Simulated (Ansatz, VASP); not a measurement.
## CdSe: VASP beside Ansatz

INCAR

```
PREC     = Accurate       # precision mode
ENCUT    = 520            # plane-wave cutoff, eV
EDIFF    = 1E-6           # SCF threshold, eV
ISMEAR   = -1             # smearing method
SIGMA    = 0.01           # smearing width, eV
LREAL    = False          # projectors in reciprocal space
LASPH    = True           # aspherical terms in the spheres
NELM     = 150            # most SCF steps
ALGO     = Normal         # electronic algorithm
ISIF     = 2              # what is computed and relaxed
LWAVE    = False          # write WAVECAR
LCHARG   = True           # write CHGCAR
LNONCOLLINEAR= True           # non-collinear magnetism
MAGMOM   = 0 0 0 0 0 0    # initial moments
LORBIT   = 11             # projections on sites
LSORBIT  = True           # spin-orbit coupling
GGA_COMPAT= False        
LORBMOM  = True         
GGA      = PS             # functional
LVHAR    = True         
NBANDS   = 30             # bands
```

File KPOINTS:

```
regular mesh
0
Gamma
  6 6 6
```

The input POSCAR:

```
CdSe
1.0
    2.9804881253      2.9804881253      0.0000000000
   -2.9804881253      2.9804881253      0.0000000000
    0.0000000000      2.9804881253      3.1269522898
Cd Se
1 1
Direct
    0.0000000000      0.0000000000      0.0000000000
    0.7500000000      0.2500000000      0.5000000000
```

Input for Ansatz:

```yaml
crystal:
  lattice:
    - [2.98048812533, 2.98048812533, 0.0]
    - [-2.98048812533, 2.98048812533, 0.0]
    - [0.0, 2.98048812533, 3.12695228981]
  atoms:
    - { symbol: Cd, position: [0.0, 0.0, 0.0] }
    - { symbol: Se, position: [0.75, 0.25, 0.5] }
kpoints:
  mp_grid: { grid: [6, 6, 6] }
scf:
  occupations: { method: fermi_dirac, width: 0.01 }
  convergence: { dr2_threshold: 1.0e-10 }
hamiltonian:
  xc: pbesol
  pseudopotentials: { kind: all_electron, lapw: { basis_error: 0.0005 } }
magnetization:
  noncollinear: true
  spin_orbit: true
output:
  forces: true
  stress: true
  eigenstates:
    kpoints:
      - [0.0, 0.0, 0.0]
      - [-0.5, -0.5, -0.5]
      - [-0.5, 0.5, 0.0]
      - [0.0, 0.0, -0.5]
      - [0.0, -0.5, -0.5]
      - [0.0, 0.5, 0.0]
      - [-0.5, 0.0, 0.0]
      - [-0.5, 0.0, -0.5]
  eigenvalues: true
```

Change from the starting cell: film at in-plane strain -0.02.

Alike in both runs: task single point; functional PBEsol; k mesh 6 × 6 × 6; occupations fermi-dirac, width 0.01 eV; non-collinear spin, spin-orbit coupling.

|  | VASP | Ansatz |
| --- | --- | --- |
| version | VASP 6.6.1 | Ansatz 0.2.0 |
| potentials or method | VASP PAW PBE potentials, release 64 (Cd, Se), cutoff 520 eV | all-electron LAPW |

Ansatz gave:

```
pressure (GPa)                                                : 0.6
traceless stress, the component that is largest in VASP (GPa) : -0.61
```

Problem. Which values does VASP return?

Solution. Pressure (GPa): 0.9; traceless stress, the component that is largest in VASP (GPa): -0.60.

VASP's potentials were made for PBE, not for PBEsol. Ansatz ran all-electron here, and VASP with PAW potentials.
